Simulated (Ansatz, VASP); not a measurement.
## One calculation of ZrN, two programs

File INCAR:

```
SYSTEM = ZrN
ALGO = Normal
EDIFF = 1E-8
ENCUT = 520
GGA = PS
GGA_COMPAT = .FALSE.
ISIF = 2
ISMEAR = -1
LASPH = .TRUE.
LCHARG = .FALSE.
LEFG = .TRUE.
LREAL = .FALSE.
LWAVE = .FALSE.
NBANDS = 16
NELM = 120
PREC = Accurate
SIGMA = 0.01
```

Contents of KPOINTS:

```
k-points
0
G
  9 9 9
  0 0 0
```

The input POSCAR:

```
ZrN
1.0
    0.0000000000      2.2688991354      2.2688991354
    2.2688991354      0.0000000000      2.2688991354
    2.2688991354      2.2688991354      0.0000000000
Zr N
1 1
Direct
    0.0000000000      0.0000000000      0.0000000000
    0.5000000000      0.5000000000      0.5000000000
```

Input for Ansatz:

```yaml
crystal:
  lattice:
    - [0.0, 2.2688991354, 2.2688991354]
    - [2.2688991354, 0.0, 2.2688991354]
    - [2.2688991354, 2.2688991354, 0.0]
  atoms:
    - { symbol: Zr, position: [0.0, 0.0, 0.0] }
    - { symbol: "N", position: [0.5, 0.5, 0.5] }
kpoints:
  mp_grid: { grid: [9, 9, 9] }
scf:
  occupations: { method: fermi_dirac, width: 0.01 }
hamiltonian:
  xc: pbesol
  pseudopotentials: { kind: all_electron, datasets: crystal }
output:
  forces: true
  stress: true
  eigenvalues: true
  efg: { contact_densities: true }
```

Change from the starting cell: volume scaled by 0.98, crystal datasets.

Alike in both runs: task electric field gradients; functional PBEsol; k mesh 9 × 9 × 9; occupations fermi-dirac, width 0.01 eV; no spin polarisation.

```csv
,VASP,Ansatz
version,VASP 6.6.1,Ansatz 0.2.0
potentials or method,"VASP PAW PBE potentials, release 64 (Zr_sv, N), cutoff 520 eV","all-electron PAW with datasets made for the crystal, scalar-relativistic"
```

```csv
,VASP,Ansatz,Ansatz less VASP
pressure (GPa),3.0,2.6,-0.37
```

VASP's potentials were made for PBE, not for PBEsol. Ansatz ran all-electron here, and VASP with PAW potentials.
